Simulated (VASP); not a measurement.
# Cs3Pr (P6/mmm) in VASP: notebook

Runs on Cs3Pr. Level: PBE. Tasks: single point.

Everything below comes from runs of VASP 6.6.1. Logs are shortened: lines on timing, memory, paths and dates and some standing lists are left out, and cuts for length are marked.

**1. The cell of the first run**

It takes space group P6/mmm (No. 191, hexagonal). Conventional cell: a = 8.548 Å, b = 8.548 Å, c = 4.156 Å, α = 90.00°, β = 90.00°, γ = 120.00°. Cs (site symmetry mmm) has 6 Cs at 4.16 to 4.27 Å and 4 Pr at 4.75 Å within 5.5 Å. Pr (site symmetry 6/mmm) has 2 Pr at 4.16 Å and 12 Cs at 4.75 Å within 5.5 Å.

The cell was built from a structure type or drawn by symmetry, and may not be a known phase.

**2. Single point, PBE**

File INCAR:

```
  PREC = Accurate
  ENCUT = 500
  EDIFF = 1E-6
  ISMEAR = 0
  SIGMA = 0.1
  LREAL = False
  LASPH = True
  NELM = 200
  ALGO = Normal
  ISIF = 2
  LWAVE = False
  LCHARG = True
  GGA = PE
  LELF = True
  LVHAR = True
  NBANDS = 27
  GGA_COMPAT = False
  LMAXMIX = 6
```

File KPOINTS:

```
Automatic mesh
0
Gamma
  3 3 4
```

File POSCAR:

```
Cs3Pr
1.0
    8.5477135899      0.0000000000      0.0000000000
   -4.2738567950      7.4025371132      0.0000000000
    0.0000000000      0.0000000000      4.1555356474
Cs Pr
3 1
Direct
    0.5000000000      0.0000000000      0.5000000000
    0.0000000000      0.5000000000      0.5000000000
    0.5000000000      0.5000000000      0.5000000000
    0.0000000000      0.0000000000      0.0000000000
```

Potentials or basis: VASP PAW PBE potentials, release 64 (Cs_sv, Pr_3), 4f in core.

Run with:

```bash
$ cat potpaw_PBE.64/Cs_sv/POTCAR potpaw_PBE.64/Pr_3/POTCAR > POTCAR
$ mpirun -np 1 vasp_std > vasp.out
```

OUTCAR:

```text
PREC = Accurate
   ENCUT = 500
   EDIFF = 1E-6
   ISMEAR = 0
   LREAL = False
   LASPH = True
   NELM = 200
   ISIF = 2
   GGA = PE

 ion  position               nearest neighbor table
   1  0.500  0.000  0.500-
   2  0.000  0.500  0.500-
   3  0.500  0.500  0.500-
   4  0.000  0.000  0.000-

  LATTYP: Found a hexagonal cell.
 ALAT       =     8.5477135899
 C/A-ratio  =     0.4861575676

  Lattice vectors:

 A1 = (   8.5477135899,   0.0000000000,   0.0000000000)
 A2 = (  -4.2738567950,   7.4025371132,   0.0000000000)
 A3 = (   0.0000000000,   0.0000000000,   4.1555356474)

Analysis of symmetry for initial positions (statically):
=====================================================================
 Subroutine PRICEL returns:
 Original cell was already a primitive cell.

 Routine SETGRP: Setting up the symmetry group for a
 hexagonal supercell.

 Subroutine GETGRP returns: Found 24 space group operations
 (whereof 24 operations were pure point group operations)
 out of a pool of 24 trial point group operations.

The static configuration has the point symmetry D_6h.

Analysis of symmetry for dynamics (positions and initial velocities):
=====================================================================
 Subroutine PRICEL returns:
 Original cell was already a primitive cell.

 Routine SETGRP: Setting up the symmetry group for a
 hexagonal supercell.

 Subroutine GETGRP returns: Found 24 space group operations
 (whereof 24 operations were pure point group operations)
 out of a pool of 24 trial point group operations.

The dynamic configuration has the point symmetry D_6h.

 Subroutine INISYM returns: Found 24 space group operations
 (whereof 24 operations are pure point group operations),
 and found     1 'primitive' translations

----------------------------------------------------------------------------------------

                                     Primitive cell

  volume of cell :     262.9406

  direct lattice vectors                    reciprocal lattice vectors
     8.547713590  0.000000000  0.000000000     0.116990349  0.067544410  0.000000000
    -4.273856795  7.402537113  0.000000000     0.000000000  0.135088820  0.000000000
     0.000000000  0.000000000  4.155535647     0.000000000  0.000000000  0.240642864

  length of vectors
     8.547713590  8.547713590  4.155535647     0.135088820  0.135088820  0.240642864

  position of ions in fractional coordinates (direct lattice)
     0.500000000  0.000000000  0.500000000
     1.000000000  0.500000000  0.500000000
     0.500000000  0.500000000  0.500000000
     0.000000000  0.000000000  0.000000000

  ion indices of the primitive-cell ions
   primitive index   ion index
                 1           1
                 2           2
                 3           3
                 4           4

----------------------------------------------------------------------------------------

 KPOINTS: Automatic mesh

Automatic generation of k-mesh.
 Grid dimensions read from file:
 generate k-points for:    3    3    4

 Generating k-lattice:

  Cartesian coordinates                     Fractional coordinates (reciprocal lattice)
     0.038996783  0.022514803  0.000000000     0.333333333 -0.000000000  0.000000000
     0.000000000  0.045029607  0.000000000     0.000000000  0.333333333  0.000000000
     0.000000000  0.000000000  0.060160716     0.000000000  0.000000000  0.250000000

  Length of vectors
     0.045029607  0.045029607  0.060160716

  Shift w.r.t. Gamma in fractional coordinates (k-lattice)
     0.000000000  0.000000000  0.000000000

 Subroutine IBZKPT returns following result:
 ===========================================

 Found      9 irreducible k-points:

 Following reciprocal coordinates:
            Coordinates               Weight
  0.000000  0.000000  0.000000      1.000000
  0.333333 -0.000000  0.000000      6.000000
  0.333333  0.333333  0.000000      2.000000
  0.000000  0.000000  0.250000      2.000000
  0.333333 -0.000000  0.250000     12.000000
  0.333333  0.333333  0.250000      4.000000
  0.000000  0.000000  0.500000      1.000000
  0.333333 -0.000000  0.500000      6.000000
  0.333333  0.333333  0.500000      2.000000
   k-points           NKPTS =      9   k-points in BZ     NKDIM =      9   number of bands    NBANDS=     27
   number of dos      NEDOS =    301   number of ions     NIONS =      4
   total plane-waves  NPLWV = 122880
   dimension x,y,z NGX =    64 NGY =   64 NGZ =   30
   dimension x,y,z NGXF=   128 NGYF=  128 NGZF=   60
   ions per type =               3   1
   NGX,Y,Z   is equivalent  to a cutoff of  12.45, 12.45, 12.00 a.u.
   NGXF,Y,Z  is equivalent  to a cutoff of  24.89, 24.89, 24.00 a.u.
 SYSTEM =  unknown system
   PREC   = accura    normal or accurate (medium, high low for compatibility)
   ISTART =      0    job   : 0-new  1-cont  2-samecut
   ICHARG =      2    charge: 1-file 2-atom 10-const
   ISPIN  =      1    spin polarized calculation?
   LNONCOLLINEAR =      F non collinear calculations
   LSORBIT =      F    spin-orbit coupling
   LASPH  =      T    aspherical Exc in radial PAW
   ENCUT  =  500.0 eV  36.75 Ry    6.06 a.u.  15.58 15.58  7.58*2*pi/ulx,y,z
   NELM   =    200;   NELMIN=  2; NELMDL= -5     # of ELM steps
   EDIFF  = 0.1E-05   stopping-criterion for ELM
   LREAL  =      F    real-space projection
   EDIFFG = 0.1E-04   stopping-criterion for IOM
   NSW    =      0    number of steps for IOM
   IBRION =     -1    ionic relax: 0-MD 1-quasi-New 2-CG
   NFREE  =      0    steps in history (QN), initial steepest desc. (CG)
   ISIF   =      2    stress and relaxation
   ISYM   =      2    0-nonsym 1-usesym 2-fastsym
   POTIM  = 0.5000    time-step for ionic-motion
   TEBEG  =    0.0;   TEEND  =   0.0 temperature during run
   PSTRESS=    0.0 pullay stress
   NELECT =      38.0000    total number of electrons
   NUPDOWN=      -1.0000    fix difference up-down
   EMIN   =  10.00;   EMAX   =-10.00  energy-range for DOS
   EFERMI =   0.00;   METHOD = LEGACY
   ISMEAR =     0;   SIGMA  =   0.10  broadening in eV -4-tet -1-fermi 0-gaus
   EFERMI_NEDOS =   21; number of points for ismear=-14 and -15
   IALGO  =     38    algorithm
   IMIX   =      4    mixing-type and parameters
     AMIX     =   0.40;   BMIX     =  1.00
     AMIX_MAG =   1.60;   BMIX_MAG =  1.00
  volume/ion in A,a.u.               =      65.74       443.60
  Fermi-wavevector in a.u.,A,eV,Ry     =   0.859113  1.623488 10.042117  0.738075
  Thomas-Fermi vector in A             =   1.976419
   LORBIT       =      0    0 simple, 1 ext, 2 COOP (PROOUT), +10 PAW based schemes
   GGA     = PE    functional components
   LHFCALC =     F    Hartree Fock is set to
   AEXX    =    0.0000 exact exchange contribution
   IVDW    =     0    specifies the selected vdW correction
   LEPSILON=     F    determine dielectric tensor
   LRPA    =     F    only Hartree local field effects (RPA)
 non-spin polarized calculation
 Gauss-broadening in eV      SIGMA  =   0.10
  energy-cutoff  :      500.00
  volume of cell :      262.94
 maximum number of plane-waves:      6705
 NGX is ok and might be reduce to    64
   NGX = 31   NGY = 31   NGZ = 15

 number of electron      37.9999998 magnetization

 Free energy of the ion-electron system (eV)
  ---------------------------------------------------
  ext. energy  EPLUGINS =         0.00000000
  ---------------------------------------------------
  free energy    TOTEN  =        -5.07819762 eV

  energy without entropy =       -5.03498420  energy(sigma->0) =       -5.05659091

 E-fermi :   1.8443     XC(G=0):  -7.1268

 val. band max:        1.8269420878   @ k =   0.3333   0.3333   0.0000
 cond. band min:       1.8575922171   @ k =   0.0000   0.0000   0.5000
 fundamental gap:      0.0306501293
 Fermi energy:         1.8442606245

 k-point     1 :       0.0000    0.0000    0.0000
  band No.  band energies     occupation
      1     -35.9003      2.00000
      2     -21.7003      2.00000
      3     -21.6285      2.00000
      4     -21.6285      2.00000
      5     -17.8227      2.00000
      6     -17.8227      2.00000
[... 19 lines left out ...]
     26       3.6177      0.00000
     27       3.7194      0.00000

 k-point     2 :       0.3333   -0.0000    0.0000
  band No.  band energies     occupation
      1     -35.9003      2.00000
      2     -21.6854      2.00000
      3     -21.6439      2.00000
      4     -21.6285      2.00000
      5     -17.8226      2.00000
      6     -17.8223      2.00000
[... 19 lines left out ...]
     26       3.6523      0.00000
     27       3.7692      0.00000

 k-point     3 :       0.3333    0.3333    0.0000
  band No.  band energies     occupation
      1     -35.9003      2.00000
      2     -21.6647      2.00000
      3     -21.6647      2.00000
      4     -21.6286      2.00000
      5     -17.8223      2.00000
      6     -17.8223      2.00000
[... 19 lines left out ...]
     26       3.6188      0.00000
     27       3.7094      0.00000

 k-point     4 :       0.0000    0.0000    0.2500
  band No.  band energies     occupation
      1     -35.8956      2.00000
      2     -21.6681      2.00000
      3     -21.5976      2.00000
      4     -21.5976      2.00000
      5     -17.8137      2.00000
      6     -17.8137      2.00000
[... 19 lines left out ...]
     26       2.9348      0.00000
     27       4.0791      0.00000

 k-point     5 :       0.3333   -0.0000    0.2500
  band No.  band energies     occupation
      1     -35.8956      2.00000
      2     -21.6534      2.00000
      3     -21.6127      2.00000
      4     -21.5976      2.00000
      5     -17.8136      2.00000
      6     -17.8135      2.00000
[... 19 lines left out ...]
     26       3.4938      0.00000
     27       3.8749      0.00000

 k-point     6 :       0.3333    0.3333    0.2500
  band No.  band energies     occupation
      1     -35.8956      2.00000
      2     -21.6331      2.00000
      3     -21.6331      2.00000
      4     -21.5977      2.00000
      5     -17.8135      2.00000
      6     -17.8135      2.00000
[... 19 lines left out ...]
     26       3.7484      0.00000
     27       3.9207      0.00000

 k-point     7 :       0.0000    0.0000    0.5000
  band No.  band energies     occupation
      1     -35.8909      2.00000
      2     -21.6353      2.00000
      3     -21.5662      2.00000
      4     -21.5662      2.00000
      5     -17.8046      2.00000
      6     -17.8046      2.00000
[... 19 lines left out ...]
     26       2.8159      0.00000
     27       3.7758      0.00000

 k-point     8 :       0.3333   -0.0000    0.5000
  band No.  band energies     occupation
      1     -35.8909      2.00000
      2     -21.6208      2.00000
      3     -21.5810      2.00000
      4     -21.5663      2.00000
      5     -17.8046      2.00000
      6     -17.8046      2.00000
[... 19 lines left out ...]
     26       3.2110      0.00000
     27       4.2093      0.00000

 k-point     9 :       0.3333    0.3333    0.5000
  band No.  band energies     occupation
      1     -35.8909      2.00000
      2     -21.6010      2.00000
      3     -21.6010      2.00000
      4     -21.5663      2.00000
      5     -17.8046      2.00000
      6     -17.8046      2.00000
[... 19 lines left out ...]
     26       3.8930      0.00000
     27       3.9634      0.00000

------------------------ aborting loop because EDIFF is reached ----------------------------------------

  FORCE on cell =-STRESS in cart. coord.  units (eV):
  Direction    XX          YY          ZZ          XY          YZ          ZX
  --------------------------------------------------------------------------------------
  -------------------------------------------------------------------------------------
  Total        1.1994690      1.1994690     -0.2880716     -0.0000000      0.0000000      0.0000000
  in kB        7.3087320      7.3087320     -1.7553086     -0.0000000      0.0000000      0.0000000
  external PRESSURE =       4.2873851 kB  Pullay stress =       0.0000000 kB

 VOLUME and BASIS-vectors are now :
 -----------------------------------------------------------------------------
  energy-cutoff  :      500.00
  volume of cell :      262.94
      direct lattice vectors                 reciprocal lattice vectors
     8.547713590  0.000000000  0.000000000     0.116990349  0.067544410  0.000000000
    -4.273856795  7.402537113  0.000000000     0.000000000  0.135088820  0.000000000
     0.000000000  0.000000000  4.155535647     0.000000000  0.000000000  0.240642864

 POSITION                                       TOTAL-FORCE (eV/Angst)
 -----------------------------------------------------------------------------------
      4.27386      0.00000      2.07777         0.000000      0.000000      0.000000
     -2.13693      3.70127      2.07777        -0.000000      0.000000      0.000000
      2.13693      3.70127      2.07777        -0.000000      0.000000      0.000000
      0.00000      0.00000      0.00000        -0.000000      0.000000      0.000000
 -----------------------------------------------------------------------------------
    total drift:                               -0.000000      0.000000     -0.000000

  FREE ENERGIE OF THE ION-ELECTRON SYSTEM (eV)
  ---------------------------------------------------
  free  energy   TOTEN  =        -5.0781976177 eV

  energy  without entropy=       -5.0349842012  energy(sigma->0) =       -5.05659091
```

Run time: 52 s. Hardware: 1 thread of Intel Xeon 6975P-C (Granite Rapids), shared host; peak memory 0.36 GiB.

What came out:

| Quantity | Value |
| --- | --- |
| Free energy | -5.0782 eV |
| Pressure | 0.4 GPa |
| Band gap on the k mesh | zero (bands 19 and 20 overlap by 0.52 eV) |

Levels at points of the mesh, in eV from the Fermi level:
```csv
k point,band 15,band 16,band 17,band 18,band 19,band 20,band 21,band 22,band 23,band 24
"(0.00, 0.00, 0.00)",-9.93,-9.93,-2.47,-0.87,-0.42,-0.42,0.30,1.22,1.22,1.65
"(0.00, 0.00, 0.50)",-9.98,-9.96,-0.20,-0.04,0.01,0.03,0.03,0.41,0.41,0.82
```

Caveat: the k points lie up to 0.38 Å⁻¹ apart, too coarse for converged energies and pressures of a metal; spin-orbit coupling is left out, which moves the levels of the heavy elements; the 4f electrons are frozen in the core, so they carry no moment and show no levels. Spin polarisation is off, so any magnetic state and its effect on volume and gap are missing.

(Part 1 of 2 ends here.)
